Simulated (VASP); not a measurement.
The system is Ga.

```
Ga
1.0
     2.77842    0.00000    0.00000
     0.00000    3.28161    0.00000
    -1.34343    0.00000    3.99027
Ga
2
Direct
  0.13460 0.75000 0.77017
  0.86540 0.25000 0.22983
```

```yaml
Program: VASP 6.6.1
Task: relaxation of cell and atoms
Functional: PBE
Potentials_or_basis: VASP PAW PBE potentials, release 64 (Ga_d)
Cutoff: 600 eV
k_mesh: 10 × 8 × 7
Occupations: fermi-dirac, width 0.05 eV
Spin: no spin polarisation
```

At the start: pressure 3.2 GPa; volume 18.19 Å³/atom.

**Question.** Where does the relaxation end?

**Answer.** Over 27 steps the energy falls by 13.2 meV/atom and the volume is 19.23 Å³/atom (+5.7 %); space group Cmcm (No. 63, to 0.1 Å) before, P2_1/m (No. 11, to 0.1 Å).

The path:
```csv
step,energy change (eV),largest force (eV/Å),pressure (GPa),volume (Å³)
1,0.0000,0.0839,3.20,36.38
2,-0.0226,0.0184,0.43,38.33
3,-0.0228,0.0115,-0.41,38.80
4,-0.0229,0.0170,-0.27,38.67
5,-0.0229,0.0193,-0.15,38.61
6,-0.0244,0.0105,-0.11,38.57
7,-0.0252,0.0152,-0.05,38.53
8,-0.0254,0.0278,0.05,38.44
9,-0.0255,0.0200,0.00,38.47
10,-0.0258,0.0115,0.05,38.47
11,-0.0260,0.0134,0.02,38.46
12,-0.0260,0.0147,0.00,38.46
13,-0.0261,0.0102,0.06,38.45
14,-0.0261,0.0117,0.02,38.45
15,-0.0262,0.0103,0.06,38.45
16,-0.0262,0.0110,0.01,38.45
17,-0.0262,0.0116,0.03,38.45
18,-0.0262,0.0186,0.02,38.45
19,-0.0262,0.0119,0.01,38.45
20,-0.0262,0.0083,0.06,38.47
21,-0.0263,0.0048,-0.11,38.52
22,-0.0263,0.0145,-0.07,38.51
23,-0.0263,0.0037,-0.13,38.52
24,-0.0263,0.0149,-0.15,38.51
25,-0.0263,0.0047,-0.22,38.52
26,-0.0263,0.0128,-0.06,38.51
27,-0.0264,0.0051,-0.05,38.46
```

Final structure:
```
CELL_PARAMETERS angstrom
2.84654 0.00000 -0.03330
0.00000 3.27268 0.00000
-1.42387 0.00000 4.14461
ATOMIC_POSITIONS crystal
Ga 0.12808 0.75000 0.76828
Ga 0.87192 0.25000 0.23172
```
